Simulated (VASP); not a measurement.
Wanted: the native input for a VASP 6.6.1 run.

| Quantity | Value |
| --- | --- |
| Task | single point |
| Functional | PBE |
| Potentials or basis | VASP PAW PBE potentials, release 64 (P) |
| Cutoff | 520 eV |
| k mesh | 6 × 6 × 8 |
| Occupations | gaussian, width 0.1 eV |
| Spin | no spin polarisation |
| Dipole correction | no |
| Further INCAR settings | ALGO = Normal; EDIFF = 1e-07; NBANDS = 8 |

The structure of P lies in POSCAR:

```
P
1.0
    2.4355530267      0.0000000000      0.0000000000
    0.0000000000      2.4355530267      0.0000000000
    0.0000000000      0.0000000000      2.4637819958
P
1
Direct
    0.0000000000      0.0000000000      0.0000000000
```

The cell was generated, and may not be a known phase.

These files were run (other wordings do the same):

INCAR

```
PREC = Accurate
ENCUT = 520
EDIFF = 1E-7
ISMEAR = 0
SIGMA = 0.1
LREAL = False
LASPH = True
NELM = 100
ALGO = Normal
ISIF = 2
LWAVE = False
LCHARG = False
GGA = PE
NBANDS = 8
```

KPOINTS

```
regular mesh
0
Gamma
  6 6 8
```

Potentials or basis: VASP PAW PBE potentials, release 64 (P).

Launch:

```sh
$ cat potpaw_PBE.64/P/POTCAR > POTCAR
$ mpirun -np 1 vasp_std > vasp.out
```

It gave:

| Item | Value |
| --- | --- |
| Pressure | -0.2 GPa |
| Band gap on the k mesh | zero (an odd number of electrons rules out a gap without spin polarisation) |

Caveat: the k points lie up to 0.43 Å⁻¹ apart, too coarse for converged energies and pressures of a metal.

Run time: 1.9 s on 1 thread of Intel(R) Xeon(R) 6975P-C (Granite Rapids), on a shared host, peak memory 0.11 GiB.
